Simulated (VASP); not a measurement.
Wanted: the native input for a VASP 6.6.1 run.

* Task: single point
* Functional: PBE
* Dispersion: D3(BJ)
* Potentials or basis: VASP PAW PBE potentials, release 64 (C)
* Cutoff: 520 eV
* k mesh: 18 × 18 × 2
* Occupations: gaussian, width 0.15 eV
* Spin: no spin polarisation
* Dipole correction: no
* Further INCAR settings: ALGO = Normal; EDIFF = 1e-07; NBANDS = 36

The structure of C lies in POSCAR:

```
C
1.0
    2.4648840281      0.0000000000      0.0184866302
   -1.2324420141      2.1346521857     -0.0092433151
    0.1545457107      0.0000000000     20.6060947640
C
12
Direct
    0.6666666667      0.3333333333      0.9519899901
    0.6666666667      0.3333333333      0.4520101828
    0.6666666667      0.3333333333      0.7793231472
    0.6666666667      0.3333333333      0.2793433400
    0.0000000000      0.0000000000      0.6156666650
    0.3333333333      0.6666666667      0.2793231472
    0.0000000000      0.0000000000      0.1156666650
    0.6666666667      0.3333333333      0.6156666650
    0.3333333333      0.6666666667      0.7793433400
    0.3333333333      0.6666666667      0.1156666650
    0.3333333333      0.6666666667      0.4519899901
    0.3333333333      0.6666666667      0.9520101828
```

This cell differs from its parent crystal: strain +0.0150 x Voigt [0, 0, 0, 0, 1, 0].

These files were run (other wordings do the same):

INCAR

```
PREC = Accurate ; ENCUT = 520
EDIFF = 1E-7 ; ISMEAR = 0
SIGMA = 0.15 ; LREAL = F
LASPH = T ; NELM = 80
ALGO = Normal ; ISIF = 2
LWAVE = F ; LCHARG = F
GGA = PE ; IVDW = 12
NBANDS = 36
```

KPOINTS

```
regular mesh
0
Gamma
  18 18 2
```

Potentials or basis: VASP PAW PBE potentials, release 64 (C).

Run with:

```console
$ cat potpaw_PBE.64/C/POTCAR > POTCAR
$ mpirun -np 1 vasp_std > vasp.out
```

It gave:

The pressure is 0.4 GPa, the band gap on the k mesh is zero (filled and empty bands touch) and the dispersion energy per atom is -0.152 eV.

Caveat: the cell differs from its parent crystal (strain +0.0150 x Voigt [0, 0, 0, 0, 1, 0]).

Wall time 6.7 min on 1 thread of Intel(R) Xeon(R) 6975P-C (Granite Rapids), with other jobs on the host, peak memory 0.54 GiB.
